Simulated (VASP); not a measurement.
# HfN (F-43m) in VASP: notebook

HfN is run at these levels: PBEsol; tasks: single point, relaxation of cell and atoms.

All numbers are computed with VASP 6.6.1; they aren't measurements. Logs are shortened: lines on timing, memory, paths and dates and some standing lists are left out, and cuts for length are marked.

## 1. The cell of the first run

The structure is cubic, space group F-43m (No. 216). The conventional cell has a = 4.867 Å, b = 4.867 Å, c = 4.867 Å, α = 90.00°, β = 90.00°, γ = 90.00°. Within 2.8 Å of Hf (site symmetry -43m) lie 4 N at 2.11 Å. Within 2.8 Å of N (site symmetry -43m) lie 4 Hf at 2.11 Å.

## 2. Single point, PBEsol

The input, INCAR:

```
SYSTEM = HfN
  ALGO = Normal
  EDIFF = 1E-6
  ENCUT = 600
  GGA = PS
  GGA_COMPAT = .FALSE.
  ISIF = 2
  ISMEAR = 1
  LASPH = .TRUE.
  LCHARG = .FALSE.
  LREAL = .FALSE.
  LWAVE = .FALSE.
  NBANDS = 14
  NELM = 120
  PREC = Accurate
  SIGMA = 0.05
```

The input, KPOINTS:

```
k-points
0
G
  14 14 14
  0 0 0
```

The input, POSCAR:

```
HfN
1.0
    0.0000000000      2.4333974666      2.4333974666
    2.4333974666      0.0000000000      2.4333974666
    2.4333974666      2.4333974666      0.0000000000
Hf N
1 1
Direct
    0.0000000000      0.0000000000      0.0000000000
    0.2500000000      0.2500000000      0.2500000000
```

Potentials or basis: VASP PAW PBE potentials, release 64 (Hf_pv, N).

The run is started by

```bash
cat potpaw_PBE.64/Hf_pv/POTCAR potpaw_PBE.64/N/POTCAR > POTCAR
mpirun -np 1 vasp_std > vasp.out
```

OUTCAR:

```text
SYSTEM = HfN
   EDIFF = 1E-6
   ENCUT = 600
   GGA = PS
   ISIF = 2
   ISMEAR = 1
   LASPH = .TRUE.
   LREAL = .FALSE.
   NELM = 120
   PREC = Accurate

 ion  position               nearest neighbor table
   1  0.000  0.000  0.000-   2 2.11   2 2.11   2 2.11   2 2.11
   2  0.250  0.250  0.250-   1 2.11   1 2.11   1 2.11   1 2.11

  LATTYP: Found a face centered cubic cell.
 ALAT       =     4.8667949332

  Lattice vectors:

 A1 = (   0.0000000000,   2.4333974666,   2.4333974666)
 A2 = (   2.4333974666,   0.0000000000,   2.4333974666)
 A3 = (   2.4333974666,   2.4333974666,   0.0000000000)

Analysis of symmetry for initial positions (statically):
=====================================================================
 Subroutine PRICEL returns:
 Original cell was already a primitive cell.

 Routine SETGRP: Setting up the symmetry group for a
 face centered cubic supercell.

 Subroutine GETGRP returns: Found 24 space group operations
 (whereof 24 operations were pure point group operations)
 out of a pool of 48 trial point group operations.

The static configuration has the point symmetry T_d .

Analysis of symmetry for dynamics (positions and initial velocities):
=====================================================================
 Subroutine PRICEL returns:
 Original cell was already a primitive cell.

 Routine SETGRP: Setting up the symmetry group for a
 face centered cubic supercell.

 Subroutine GETGRP returns: Found 24 space group operations
 (whereof 24 operations were pure point group operations)
 out of a pool of 48 trial point group operations.

The dynamic configuration has the point symmetry T_d .

 Subroutine INISYM returns: Found 24 space group operations
 (whereof 24 operations are pure point group operations),
 and found     1 'primitive' translations

----------------------------------------------------------------------------------------

                                     Primitive cell

  volume of cell :      28.8184

  direct lattice vectors                    reciprocal lattice vectors
     0.000000000  2.433397467  2.433397467    -0.205474037  0.205474037  0.205474037
     2.433397467  0.000000000  2.433397467     0.205474037 -0.205474037  0.205474037
     2.433397467  2.433397467  0.000000000     0.205474037  0.205474037 -0.205474037

  length of vectors
     3.441343700  3.441343700  3.441343700     0.355891471  0.355891471  0.355891471

  position of ions in fractional coordinates (direct lattice)
     0.000000000  0.000000000  0.000000000
     0.250000000  0.250000000  0.250000000

  ion indices of the primitive-cell ions
   primitive index   ion index
                 1           1
                 2           2

----------------------------------------------------------------------------------------

 KPOINTS: k-points

Automatic generation of k-mesh.
 Grid dimensions read from file:
 generate k-points for:   14   14   14

 Generating k-lattice:

  Cartesian coordinates                     Fractional coordinates (reciprocal lattice)
    -0.014676717  0.014676717  0.014676717     0.071428571  0.000000000  0.000000000
     0.014676717 -0.014676717  0.014676717     0.000000000  0.071428571  0.000000000
     0.014676717  0.014676717 -0.014676717     0.000000000  0.000000000  0.071428571

  Length of vectors
     0.025420819  0.025420819  0.025420819

  Shift w.r.t. Gamma in fractional coordinates (k-lattice)
     0.000000000  0.000000000  0.000000000

 Subroutine IBZKPT returns following result:
 ===========================================

 Found    104 irreducible k-points:

 Following reciprocal coordinates:
            Coordinates               Weight
  0.000000  0.000000  0.000000      1.000000
  0.071429  0.000000  0.000000      8.000000
  0.142857  0.000000  0.000000      8.000000
  0.214286  0.000000  0.000000      8.000000
  0.285714  0.000000  0.000000      8.000000
  0.357143  0.000000  0.000000      8.000000
[... 16 lines left out ...]
  0.214286  0.142857  0.000000     24.000000
  0.285714  0.142857  0.000000     24.000000
 [... further k-points ...]
   k-points           NKPTS =    104   k-points in BZ     NKDIM =    104   number of bands    NBANDS=     14
   number of dos      NEDOS =    301   number of ions     NIONS =      2
   total plane-waves  NPLWV =  21952
   dimension x,y,z NGX =    28 NGY =   28 NGZ =   28
   dimension x,y,z NGXF=    56 NGYF=   56 NGZF=   56
   ions per type =               1   1
   NGX,Y,Z   is equivalent  to a cutoff of  13.53, 13.53, 13.53 a.u.
   NGXF,Y,Z  is equivalent  to a cutoff of  27.05, 27.05, 27.05 a.u.
 SYSTEM =  HfN
   PREC   = accura    normal or accurate (medium, high low for compatibility)
   ISTART =      0    job   : 0-new  1-cont  2-samecut
   ICHARG =      2    charge: 1-file 2-atom 10-const
   ISPIN  =      1    spin polarized calculation?
   LNONCOLLINEAR =      F non collinear calculations
   LSORBIT =      F    spin-orbit coupling
   LASPH  =      T    aspherical Exc in radial PAW
   ENCUT  =  600.0 eV  44.10 Ry    6.64 a.u.   6.87  6.87  6.87*2*pi/ulx,y,z
   NELM   =    120;   NELMIN=  2; NELMDL= -5     # of ELM steps
   EDIFF  = 0.1E-05   stopping-criterion for ELM
   LREAL  =      F    real-space projection
   EDIFFG = 0.1E-04   stopping-criterion for IOM
   NSW    =      0    number of steps for IOM
   IBRION =     -1    ionic relax: 0-MD 1-quasi-New 2-CG
   NFREE  =      0    steps in history (QN), initial steepest desc. (CG)
   ISIF   =      2    stress and relaxation
   ISYM   =      2    0-nonsym 1-usesym 2-fastsym
   POTIM  = 0.5000    time-step for ionic-motion
   TEBEG  =    0.0;   TEEND  =   0.0 temperature during run
   PSTRESS=    0.0 pullay stress
   NELECT =      15.0000    total number of electrons
   NUPDOWN=      -1.0000    fix difference up-down
   EMIN   =  10.00;   EMAX   =-10.00  energy-range for DOS
   EFERMI =   0.00;   METHOD = LEGACY
   ISMEAR =     1;   SIGMA  =   0.05  broadening in eV -4-tet -1-fermi 0-gaus
   EFERMI_NEDOS =   21; number of points for ismear=-14 and -15
   IALGO  =     38    algorithm
   IMIX   =      4    mixing-type and parameters
     AMIX     =   0.40;   BMIX     =  1.00
     AMIX_MAG =   1.60;   BMIX_MAG =  1.00
  volume/ion in A,a.u.               =      14.41        97.24
  Fermi-wavevector in a.u.,A,eV,Ry     =   1.316888  2.488558 23.595145  1.734194
  Thomas-Fermi vector in A             =   2.446968
   LORBIT       =      0    0 simple, 1 ext, 2 COOP (PROOUT), +10 PAW based schemes
   GGA     = PS    functional components
   LHFCALC =     F    Hartree Fock is set to
   AEXX    =    0.0000 exact exchange contribution
   IVDW    =     0    specifies the selected vdW correction
   LEPSILON=     F    determine dielectric tensor
   LRPA    =     F    only Hartree local field effects (RPA)
 non-spin polarized calculation
 Methfessel and Paxton  Order N= 1 SIGMA  =   0.05
  energy-cutoff  :      600.00
  volume of cell :       28.82
 maximum number of plane-waves:       982
   NGX = 13   NGY = 13   NGZ = 13

 number of electron      15.0000002 magnetization

 Free energy of the ion-electron system (eV)
  ---------------------------------------------------
  ext. energy  EPLUGINS =         0.00000000
  ---------------------------------------------------
  free energy    TOTEN  =       -22.27059822 eV

  energy without entropy =      -22.27051729  energy(sigma->0) =      -22.27057124

 E-fermi :   5.8466     XC(G=0): -11.5225

 val. band max:        5.7645217601   @ k =   0.5000   0.2143   0.0000
 cond. band min:       5.8469724149   @ k =  -0.2857   0.2857   0.0714
 fundamental gap:      0.0824506548
 Fermi energy:         5.8466325035

 k-point     1 :       0.0000    0.0000    0.0000
  band No.  band energies     occupation
      1     -25.1574      2.00000
      2     -25.1574      2.00000
      3     -25.1574      2.00000
      4     -10.4299      2.00000
      5       0.2290      2.00000
      6       0.2290      2.00000
      7       0.2290      2.00000
      8       5.1362      2.00000
      9       8.0702      0.00000
     10       8.0702      0.00000
     11      12.5627      0.00000
     12      12.5627      0.00000
     13      12.5627      0.00000
     14      18.2367      0.00000

 k-point     2 :       0.0714    0.0000    0.0000
  band No.  band energies     occupation
      1     -25.1851      2.00000
      2     -25.1609      2.00000
      3     -25.1609      2.00000
      4     -10.3641      2.00000
      5       0.1095      2.00000
      6       0.2683      2.00000
      7       0.2683      2.00000
      8       5.4232      2.00000
      9       7.9756      0.00000
     10       7.9756      0.00000
     11      12.4171      0.00000
     12      12.7019      0.00000
     13      12.7019      0.00000
     14      18.2164      0.00000

 k-point     3 :       0.1429    0.0000    0.0000
  band No.  band energies     occupation
      1     -25.2617      2.00000
      2     -25.1707      2.00000
      3     -25.1707      2.00000
      4     -10.1835      2.00000
      5      -0.1391      2.00000
      6       0.3749      2.00000
      7       0.3749      2.00000
      8       6.1408     -0.00000
      9       7.7814      0.00000
     10       7.7814      0.00000
     11      12.0721      0.00000
     12      12.9733      0.00000
     13      12.9733      0.00000
     14      16.8001      0.00000
[... 324 lines left out ...]
 k-point    23 :       0.2143    0.1429    0.0000
  band No.  band energies     occupation
      1     -25.3349      2.00000
      2     -25.2082      2.00000
      3     -25.2052      2.00000
      4      -9.9108      2.00000
      5      -0.5779      2.00000
      6       0.6504      2.00000
      7       0.6712      2.00000
      8       6.4348     -0.00000
      9       7.3082      0.00000
     10       8.4522      0.00000
     11      12.2464      0.00000
     12      12.6743      0.00000
     13      13.0628      0.00000
     14      16.6401      0.00000

 k-point    24 :       0.2857    0.1429    0.0000
  band No.  band energies     occupation
      1     -25.4305      2.00000
      2     -25.2253      2.00000
      3     -25.2224      2.00000
      4      -9.6761      2.00000
      5      -0.6520      2.00000
      6       0.7636      2.00000
      7       0.8373      2.00000
      8       6.3107     -0.00000
      9       7.9219      0.00000
     10       8.5281      0.00000
     11      11.7508      0.00000
     12      12.4781      0.00000
     13      13.1929      0.00000
     14      15.4395      0.00000

 [... further k-points ...]

------------------------ aborting loop because EDIFF is reached ----------------------------------------

  FORCE on cell =-STRESS in cart. coord.  units (eV):
  Direction    XX          YY          ZZ          XY          YZ          ZX
  --------------------------------------------------------------------------------------
  -------------------------------------------------------------------------------------
  Total       -0.1624053     -0.1624053     -0.1624053     -0.0000000      0.0000000     -0.0000000
  in kB       -9.0290424     -9.0290424     -9.0290424     -0.0000000      0.0000000     -0.0000000
  external PRESSURE =      -9.0290424 kB  Pullay stress =       0.0000000 kB

 VOLUME and BASIS-vectors are now :
 -----------------------------------------------------------------------------
  energy-cutoff  :      600.00
  volume of cell :       28.82
      direct lattice vectors                 reciprocal lattice vectors
     0.000000000  2.433397467  2.433397467    -0.205474037  0.205474037  0.205474037
     2.433397467  0.000000000  2.433397467     0.205474037 -0.205474037  0.205474037
     2.433397467  2.433397467  0.000000000     0.205474037  0.205474037 -0.205474037

 POSITION                                       TOTAL-FORCE (eV/Angst)
 -----------------------------------------------------------------------------------
      0.00000      0.00000      0.00000        -0.000000     -0.000000     -0.000000
      1.21670      1.21670      1.21670         0.000000      0.000000      0.000000
 -----------------------------------------------------------------------------------
    total drift:                               -0.000000     -0.000000     -0.000000

  FREE ENERGIE OF THE ION-ELECTRON SYSTEM (eV)
  ---------------------------------------------------
  free  energy   TOTEN  =       -22.2705982161 eV

  energy  without entropy=      -22.2705172858  energy(sigma->0) =      -22.27057124
```

It took 43 s on 1 thread of Intel Xeon Platinum 8488C (Sapphire Rapids), shared host; peak memory 0.19 GiB.

Results:

```
Free energy            : -22.2706 eV
Pressure               : -0.9 GPa
Band gap on the k mesh : zero (an odd number of electrons rules out a gap without spin polarisation)
```

Levels at points of the mesh, in eV from the Fermi level:
```csv
k point,band 4,band 5,band 6,band 7,band 8,band 9,band 10,band 11
"(0.00, 0.00, 0.00)",-16.28,-5.62,-5.62,-5.62,-0.71,2.22,2.22,6.72
"(0.50, 0.00, 0.00)",-15.12,-5.82,-5.01,-5.01,1.55,2.74,2.74,4.23
"(0.50, 0.50, 0.00)",-14.72,-7.11,-3.67,-3.67,-1.20,2.18,4.10,4.76
```

Caveat: the PAW data sets were made with another functional, which shifts forces and pressure a little; spin-orbit coupling is left out, which moves the levels of the heavy elements.

## 3. Relaxation of cell and atoms, PBEsol

This run uses another cell than the first one, of 14.79 Å³/atom.

The input, INCAR:

```
SYSTEM = HfN
PREC = Accurate ; ENCUT = 600
EDIFF = 1E-7 ; ISMEAR = 1
SIGMA = 0.05 ; LREAL = .FALSE.
LASPH = .TRUE. ; NELM = 120
ALGO = Normal ; ISIF = 3
LWAVE = .FALSE. ; LCHARG = .FALSE.
GGA = PS ; IBRION = 2
NSW = 80 ; EDIFFG = -0.01
GGA_COMPAT = .FALSE. ; NELMIN = 4
```

The input, KPOINTS:

```
regular mesh
0
G
  14 14 14
  0 0 0
```

The input, POSCAR:

```
HfN
1.0
    0.0000000000      2.4548220000      2.4548220000
    2.4548220000      0.0000000000      2.4548220000
    2.4548220000      2.4548220000      0.0000000000
Hf N
1 1
Direct
    0.0000000000      0.0000000000      0.0000000000
    0.2500000000      0.2500000000      0.2500000000
```

Potentials or basis: VASP PAW PBE potentials, release 64 (Hf_pv, N).

The run is started by

```bash
cat potpaw_PBE.64/Hf_pv/POTCAR potpaw_PBE.64/N/POTCAR > POTCAR
mpirun -np 1 vasp_std > vasp.out
```

Run time: 78 s. Hardware: 1 thread of Intel Xeon Platinum 8488C (Sapphire Rapids), shared host; peak memory 0.2 GiB.

Results (log left out):

* Free energy: -22.2718 eV
* Relaxed volume: 14.35 Å³/atom
* Relaxed cell: a = 3.437 Å, b = 3.437 Å, c = 3.437 Å, α = 60.00°, β = 60.00°, γ = 60.00°
* Space group after relaxing (to 0.1 Å): F-43m (No. 216)
* Energy gained by relaxing: 8.6 meV/atom
* Ionic steps: 3
* Pressure after relaxing: -0.1 GPa
* Band gap on the k mesh: zero (an odd number of electrons rules out a gap without spin polarisation)

The path:
| step | energy change (eV) | largest force (eV/Å) | pressure (GPa) | volume (Å³) |
| --- | --- | --- | --- | --- |
| 1 | 0.0000 | 0.0000 | -6.00 | 29.59 |
| 2 | 0.0323 | 0.0000 | 11.77 | 27.28 |
| 3 | -0.0172 | 0.0000 | -0.09 | 28.70 |

Final structure:
```cif
data_structure
_symmetry_space_group_name_H-M 'P 1'
_symmetry_Int_Tables_number 1
_cell_length_a 3.4367
_cell_length_b 3.4367
_cell_length_c 3.4367
_cell_angle_alpha 60.000
_cell_angle_beta 60.000
_cell_angle_gamma 60.000
_cell_volume 28.70
loop_
_atom_site_label
_atom_site_type_symbol
_atom_site_fract_x
_atom_site_fract_y
_atom_site_fract_z
_atom_site_occupancy
Hf1 Hf 0.00000 0.00000 0.00000 1
N1 N 0.25000 0.25000 0.25000 1
```

Levels at points of the mesh, in eV from the Fermi level:
```tsv
k point	band 5	band 6	band 7	band 8	band 9	band 10
(0.00, 0.00, 0.00)	-5.64	-5.64	-5.64	-0.70	2.23	2.23
(0.50, 0.00, 0.00)	-5.83	-5.03	-5.03	1.55	2.75	2.75
(0.50, 0.50, 0.00)	-7.14	-3.67	-3.67	-1.20	2.19	4.12
```

Caveat: the PAW data sets were made with another functional, which shifts forces and pressure a little; spin-orbit coupling is left out, which moves the levels of the heavy elements.
